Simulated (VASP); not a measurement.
Here is a VASP 6.6.1 calculation.

Contents of INCAR:

```
PREC     = Accurate       # precision mode
ENCUT    = 520            # plane-wave cutoff, eV
EDIFF    = 1E-6           # SCF threshold, eV
ISMEAR   = -1             # smearing method
SIGMA    = 0.05           # smearing width, eV
LREAL    = Auto         
LASPH    = True           # aspherical terms in the spheres
NELM     = 60             # most SCF steps
ALGO     = Normal         # electronic algorithm
ISIF     = 2              # what is computed and relaxed
LWAVE    = False          # write WAVECAR
LCHARG   = True           # write CHGCAR
GGA      = PE             # functional
IVDW     = 12             # dispersion correction
LELF     = True           # ELF
LVHAR    = True         
NBANDS   = 61             # bands
```

File KPOINTS:

```
regular mesh
0
Gamma
  1 1 1
```

Contents of POSCAR:

```
H13C3S2
1.0
    8.7538210000      0.0000000000      0.0000000000
    0.0000000000      8.7538210000      0.0000000000
    0.0000000000      0.0000000000      8.7538210000
C H S
6 26 4
Direct
    0.7352650000     -0.0225664878      0.1046226818
    0.6149228342      0.1004372061      0.1346155580
    0.4115279802      0.5481442940      0.9657656727
    0.5714348449      0.5350437675      0.8971687110
    0.6387547929      0.1610035461      0.6310469507
    0.7617059613      0.0552695197      0.5669523919
    0.7899094301     -0.0597925909      0.2114272139
    0.6848011785     -0.1241163275      0.0508518936
    0.8255260659      0.0199176039      0.0280939987
    0.5579716950      0.1353239667      0.0282709266
    0.5264772674      0.0584552106      0.2134585629
    0.6665456423      0.2029657050      0.1852365298
    0.3429766879      0.6354395794      0.9069624777
    0.3488378956      0.4397047418      0.9579309306
    0.4158475932      0.5797562822      1.0871515768
    0.6397778325      0.4485265838      0.9570422305
    0.5669530206      0.5026902976      0.7759819857
    0.6334723140      0.6440509902      0.9044892957
    0.5523657842      0.1882974319      0.5440958211
    0.5787649304      0.1083447712      0.7278336517
    0.6875174518      0.2695067311      0.6710937294
    0.8509388564      0.0317963354      0.6521648142
    0.7135123836     -0.0551377158      0.5316409167
    0.8173258250      0.1050532064      0.4658571880
    0.1973420007      0.1859736148      0.7435927769
    0.1621392433     -0.0331541689      0.7296033227
   -0.0564034751      0.4995473915      0.9812020196
    0.0211568159      0.2921724740      1.0073885733
    0.2647574704      0.1443026118      0.2593940034
    0.1085455355      0.0234021665      0.1574325050
    1.1388514074      0.4750597211      0.4848675744
    0.9936492294      0.3082715909      0.5060742527
    0.2229361931      0.0622974996      0.8349238949
   -0.0235393782      0.4068923224      1.1008890237
    0.1345018463      0.0727465335      0.3021726930
    1.0640971435      0.4063566942      0.6028113507
```

Potentials or basis: VASP PAW PBE potentials, release 64 (C, H, S).

Launch:

```console
$ cat potpaw_PBE.64/C/POTCAR potpaw_PBE.64/H/POTCAR potpaw_PBE.64/S/POTCAR > POTCAR
$ mpirun -np 1 vasp_gam > vasp.out
```

Question: Estimate the band gap on the k mesh.

Answer: 4.35 eV.

Question: Predict the largest force.

Answer: 0.335 eV/Å.

Question: Predict the pressure.

Answer: -0.4 GPa.

Question: Estimate the dispersion energy per atom.

Answer: -0.033 eV.

Stress tensor (GPa, compression positive):
```
-0.31 -0.03  0.00
-0.03 -0.38  0.03
 0.00  0.03 -0.40
```

Caveat: the k points lie up to 0.72 Å⁻¹ apart.
